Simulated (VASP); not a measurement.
# CsH (I4mm) in VASP: a series of runs

Runs on CsH. Level: r2SCAN. Tasks: single point.

Program: VASP 6.6.1. These are calculated values, not measurements. Logs are shortened: lines on timing, memory, paths and dates and some standing lists are left out, and cuts for length are marked.

**1. The cell of the first run**

It takes space group I4mm (No. 107, tetragonal). Conventional cell: a = 4.509 Å, b = 4.509 Å, c = 6.376 Å, α = 90.00°, β = 90.00°, γ = 90.00°. Within 3.9 Å of Cs (site symmetry 4mm) lie 6 H at 2.99 to 3.39 Å. Within 3.9 Å of H (site symmetry 4mm) lie 6 Cs at 2.99 to 3.39 Å.

**2. Single point, r2SCAN (all Cs atoms moved -0.200 Å, as atom 1 along Cartesian [0 1 0])**

The input, POSCAR:

```
CsH
1.0
    0.0000000000      3.1880000000      3.1880000000
    3.1880000000      0.0000000000      3.1880000000
    3.1880000000      3.1880000000      0.0000000000
Cs H
1 1
Direct
   -0.0313676286      0.0313676286     -0.0313676286
    0.5000000000      0.5000000000      0.5000000000
```

The input, INCAR.step1:

```
SYSTEM = CsH
ALGO = Normal
EDIFF = 1E-4
ENCUT = 520
GGA = PE
ISMEAR = 0
LASPH = .TRUE.
LCHARG = .FALSE.
LREAL = .FALSE.
LWAVE = .TRUE.
NBANDS = 12
NELM = 100
PREC = Accurate
SIGMA = 0.05
```

The input, INCAR.step2:

```
SYSTEM = CsH
ALGO = Normal
EDIFF = 1E-6
ENCUT = 520
ISIF = 2
ISMEAR = 0
ISTART = 1
LASPH = .TRUE.
LCHARG = .FALSE.
LMIXTAU = .TRUE.
LREAL = .FALSE.
LWAVE = .FALSE.
METAGGA = R2SCAN
NBANDS = 12
NELM = 100
PREC = Accurate
SIGMA = 0.05
```

The input, KPOINTS:

```
k-points
0
G
  6 6 6
  0 0 0
```

Potentials or basis: VASP PAW PBE potentials, release 64 (Cs_sv, H).

Started as:

```
$ cat potpaw_PBE.64/Cs_sv/POTCAR potpaw_PBE.64/H/POTCAR > POTCAR
$ cp INCAR.step1 INCAR
$ mpirun -np 1 vasp_std > vasp.out
$ cp INCAR.step2 INCAR
$ mpirun -np 1 vasp_std > vasp.out
```

OUTCAR:

```text
SYSTEM = CsH
   EDIFF = 1E-6
   ENCUT = 520
   ISIF = 2
   ISMEAR = 0
   ISTART = 1
   LASPH = .TRUE.
   LREAL = .FALSE.
   METAGGA = R2SCAN
   NELM = 100
   PREC = Accurate

 ion  position               nearest neighbor table
   1  0.969  0.031  0.969-
   2  0.500  0.500  0.500-

  LATTYP: Found a face centered cubic cell.
 ALAT       =     6.3760000000

  Lattice vectors:

 A1 = (   0.0000000000,   3.1880000000,   3.1880000000)
 A2 = (   3.1880000000,   0.0000000000,   3.1880000000)
 A3 = (   3.1880000000,   3.1880000000,   0.0000000000)

Analysis of symmetry for initial positions (statically):
=====================================================================
 Subroutine PRICEL returns:
 Original cell was already a primitive cell.

 Routine SETGRP: Setting up the symmetry group for a
 face centered cubic supercell.

 Subroutine GETGRP returns: Found  8 space group operations
 (whereof  8 operations were pure point group operations)
 out of a pool of 48 trial point group operations.

The static configuration has the point symmetry C_4v.

Analysis of symmetry for dynamics (positions and initial velocities):
=====================================================================
 Subroutine PRICEL returns:
 Original cell was already a primitive cell.

 Routine SETGRP: Setting up the symmetry group for a
 face centered cubic supercell.

 Subroutine GETGRP returns: Found  8 space group operations
 (whereof  8 operations were pure point group operations)
 out of a pool of 48 trial point group operations.

The dynamic configuration has the point symmetry C_4v.

 Subroutine INISYM returns: Found  8 space group operations
 (whereof  8 operations are pure point group operations),
 and found     1 'primitive' translations

----------------------------------------------------------------------------------------

                                     Primitive cell

  volume of cell :      64.8015

  direct lattice vectors                    reciprocal lattice vectors
     0.000000000  3.188000000  3.188000000    -0.156838143  0.156838143  0.156838143
     3.188000000  0.000000000  3.188000000     0.156838143 -0.156838143  0.156838143
     3.188000000  3.188000000  0.000000000     0.156838143  0.156838143 -0.156838143

  length of vectors
     4.508512837  4.508512837  4.508512837     0.271651632  0.271651632  0.271651632

  position of ions in fractional coordinates (direct lattice)
     0.968632371  0.031367629  0.968632371
     0.500000000  0.500000000  0.500000000

  ion indices of the primitive-cell ions
   primitive index   ion index
                 1           1
                 2           2

----------------------------------------------------------------------------------------

 KPOINTS: k-points

Automatic generation of k-mesh.
 Grid dimensions read from file:
 generate k-points for:    6    6    6

 Generating k-lattice:

  Cartesian coordinates                     Fractional coordinates (reciprocal lattice)
    -0.026139691  0.026139691  0.026139691     0.166666667  0.000000000  0.000000000
     0.026139691 -0.026139691  0.026139691     0.000000000  0.166666667  0.000000000
     0.026139691  0.026139691 -0.026139691     0.000000000  0.000000000  0.166666667

  Length of vectors
     0.045275272  0.045275272  0.045275272

  Shift w.r.t. Gamma in fractional coordinates (k-lattice)
     0.000000000  0.000000000  0.000000000

 Subroutine IBZKPT returns following result:
 ===========================================

 Found     30 irreducible k-points:

 Following reciprocal coordinates:
            Coordinates               Weight
  0.000000  0.000000  0.000000      1.000000
  0.166667  0.000000  0.000000      8.000000
  0.333333  0.000000  0.000000      8.000000
  0.500000  0.000000  0.000000      4.000000
  0.166667  0.166667  0.000000      4.000000
  0.166667  0.000000  0.166667      2.000000
[... 16 lines left out ...]
  0.500000  0.333333  0.166667      8.000000
  0.166667  0.500000  0.333333      8.000000
 [... further k-points ...]
   k-points           NKPTS =     30   k-points in BZ     NKDIM =     30   number of bands    NBANDS=     12
   number of dos      NEDOS =    301   number of ions     NIONS =      2
   total plane-waves  NPLWV =  46656
   dimension x,y,z NGX =    36 NGY =   36 NGZ =   36
   dimension x,y,z NGXF=    72 NGYF=   72 NGZF=   72
   ions per type =               1   1
   NGX,Y,Z   is equivalent  to a cutoff of  13.27, 13.27, 13.27 a.u.
   NGXF,Y,Z  is equivalent  to a cutoff of  26.55, 26.55, 26.55 a.u.
 SYSTEM =  CsH
   PREC   = accura    normal or accurate (medium, high low for compatibility)
   ISTART =      1    job   : 0-new  1-cont  2-samecut
   ICHARG =      0    charge: 1-file 2-atom 10-const
   ISPIN  =      1    spin polarized calculation?
   LNONCOLLINEAR =      F non collinear calculations
   LSORBIT =      F    spin-orbit coupling
   LASPH  =      T    aspherical Exc in radial PAW
   ENCUT  =  520.0 eV  38.22 Ry    6.18 a.u.   8.38  8.38  8.38*2*pi/ulx,y,z
   NELM   =    100;   NELMIN=  2; NELMDL=  0     # of ELM steps
   EDIFF  = 0.1E-05   stopping-criterion for ELM
   LREAL  =      F    real-space projection
   EDIFFG = 0.1E-04   stopping-criterion for IOM
   NSW    =      0    number of steps for IOM
   IBRION =     -1    ionic relax: 0-MD 1-quasi-New 2-CG
   NFREE  =      0    steps in history (QN), initial steepest desc. (CG)
   ISIF   =      2    stress and relaxation
   ISYM   =      2    0-nonsym 1-usesym 2-fastsym
   POTIM  = 0.5000    time-step for ionic-motion
   TEBEG  =    0.0;   TEEND  =   0.0 temperature during run
   PSTRESS=    0.0 pullay stress
   NELECT =      10.0000    total number of electrons
   NUPDOWN=      -1.0000    fix difference up-down
   EMIN   =  10.00;   EMAX   =-10.00  energy-range for DOS
   EFERMI =   0.00;   METHOD = LEGACY
   ISMEAR =     0;   SIGMA  =   0.05  broadening in eV -4-tet -1-fermi 0-gaus
   EFERMI_NEDOS =   21; number of points for ismear=-14 and -15
   IALGO  =     38    algorithm
   IMIX   =      4    mixing-type and parameters
     AMIX     =   0.40;   BMIX     =  1.00
     AMIX_MAG =   1.60;   BMIX_MAG =  1.00
  volume/ion in A,a.u.               =      32.40       218.65
  Fermi-wavevector in a.u.,A,eV,Ry     =   0.878105  1.659378 10.491026  0.771069
  Thomas-Fermi vector in A             =   1.998146
   LORBIT       =      0    0 simple, 1 ext, 2 COOP (PROOUT), +10 PAW based schemes
   METAGGA = R2SCAN    functional components
   LHFCALC =     F    Hartree Fock is set to
   AEXX    =    0.0000 exact exchange contribution
   IVDW    =     0    specifies the selected vdW correction
   LEPSILON=     F    determine dielectric tensor
   LRPA    =     F    only Hartree local field effects (RPA)
 non-spin polarized calculation
 Gauss-broadening in eV      SIGMA  =   0.05
  energy-cutoff  :      520.00
  volume of cell :       64.80
 maximum number of plane-waves:      1807
 NGX is ok and might be reduce to    36
   NGX = 17   NGY = 17   NGZ = 17

 number of electron      10.0000000 magnetization

 Free energy of the ion-electron system (eV)
  ---------------------------------------------------
  ext. energy  EPLUGINS =         0.00000000
  ---------------------------------------------------
  free energy    TOTEN  =       -28.97604439 eV

  energy without entropy =      -28.97604439  energy(sigma->0) =      -28.97604439

 E-fermi :   0.1030     XC(G=0):  -7.5535

 val. band max:       -0.1249833568   @ k =   0.5000   0.0000   0.0000
 cond. band min:       2.5707740250   @ k =   0.5000   0.0000   0.0000
 fundamental gap:      2.6957573818
 Fermi energy:         0.1029830968

 k-point     1 :       0.0000    0.0000    0.0000
  band No.  band energies     occupation
      1     -22.1787      2.00000
      2      -8.2665      2.00000
      3      -8.2665      2.00000
      4      -8.2633      2.00000
      5      -1.7561      2.00000
      6       5.5704      0.00000
      7       5.5704      0.00000
      8       5.5789      0.00000
      9       6.1690      0.00000
     10       7.4701      0.00000
     11       7.4870      0.00000
     12       9.1217      0.00000

 k-point     2 :       0.1667    0.0000    0.0000
  band No.  band energies     occupation
      1     -22.1586      2.00000
      2      -8.4999      2.00000
      3      -8.2900      2.00000
      4      -8.2874      2.00000
      5      -1.3638      2.00000
      6       4.6473      0.00000
      7       5.6892      0.00000
      8       5.7264      0.00000
      9       6.0949      0.00000
     10       7.0474      0.00000
     11       7.0870      0.00000
     12      10.2798      0.00000

 k-point     3 :       0.3333    0.0000    0.0000
  band No.  band energies     occupation
      1     -22.1179      2.00000
      2      -8.9163      2.00000
      3      -8.3362      2.00000
      4      -8.3332      2.00000
      5      -0.5725      2.00000
      6       3.2254      0.00000
      7       5.3837      0.00000
      8       5.3967      0.00000
      9       6.7427      0.00000
     10       7.7409      0.00000
     11       7.7437      0.00000
     12      12.0591      0.00000
[... 286 lines left out ...]
 k-point    23 :       0.5000    0.3333    0.1667
  band No.  band energies     occupation
      1     -22.0913      2.00000
      2      -8.8784      2.00000
      3      -8.5761      2.00000
      4      -8.4315      2.00000
      5      -0.7211      2.00000
      6       4.1025      0.00000
      7       4.1160      0.00000
      8       6.1323      0.00000
      9       7.3484      0.00000
     10       8.3488      0.00000
     11       9.3472      0.00000
     12      10.6110      0.00000

 k-point    24 :       0.1667    0.5000    0.3333
  band No.  band energies     occupation
      1     -22.0913      2.00000
      2      -8.8778      2.00000
      3      -8.5750      2.00000
      4      -8.4333      2.00000
      5      -0.7266      2.00000
      6       4.0577      0.00000
      7       4.1659      0.00000
      8       6.1845      0.00000
      9       7.3111      0.00000
     10       8.3836      0.00000
     11       9.3269      0.00000
     12      10.5388      0.00000

 [... further k-points ...]
[... 5 lines left out ...]
  --------------------------------------------------------------------------------------
  -------------------------------------------------------------------------------------
  Total       -0.0045699      0.1710676     -0.0045699     -0.0000000      0.0000000      0.0000000
  in kB       -0.1129890      4.2295438     -0.1129890     -0.0000000      0.0000000      0.0000000
  external PRESSURE =       1.3345219 kB  Pullay stress =       0.0000000 kB

 VOLUME and BASIS-vectors are now :
 -----------------------------------------------------------------------------
  energy-cutoff  :      520.00
  volume of cell :       64.80
      direct lattice vectors                 reciprocal lattice vectors
     0.000000000  3.188000000  3.188000000    -0.156838143  0.156838143  0.156838143
     3.188000000  0.000000000  3.188000000     0.156838143 -0.156838143  0.156838143
     3.188000000  3.188000000  0.000000000     0.156838143  0.156838143 -0.156838143

 POSITION                                       TOTAL-FORCE (eV/Angst)
 -----------------------------------------------------------------------------------
      3.18800      6.17600      3.18800         0.000000      0.132827      0.000000
      3.18800      3.18800      3.18800         0.000000     -0.132827      0.000000
 -----------------------------------------------------------------------------------
    total drift:                                0.000000     -0.000096      0.000000

  FREE ENERGIE OF THE ION-ELECTRON SYSTEM (eV)
  ---------------------------------------------------
  free  energy   TOTEN  =       -28.9760443936 eV

  energy  without entropy=      -28.9760443936  energy(sigma->0) =      -28.97604439
```

Wall time 41 s (1 thread of Intel Xeon 6975P-C (Granite Rapids), shared host); peak memory 0.22 GiB.

Results:

* Free energy: -28.9760 eV
* Pressure: 0.1 GPa
* Largest force: 0.133 eV/Å
* Band gap on the k mesh: 2.70 eV, direct

Forces in eV/Å, atoms in the order of the input:
```
Cs   0.000  0.133  0.000
H    0.000 -0.133  0.000
```

Caveat: the cell differs from its parent crystal (all Cs atoms moved -0.200 Å, as atom 1 along Cartesian [0 1 0]); the PAW data sets were made with another functional, which shifts forces and pressure a little; spin-orbit coupling is left out, which moves the levels of the heavy elements.

(Part 1 of 2 ends here.)
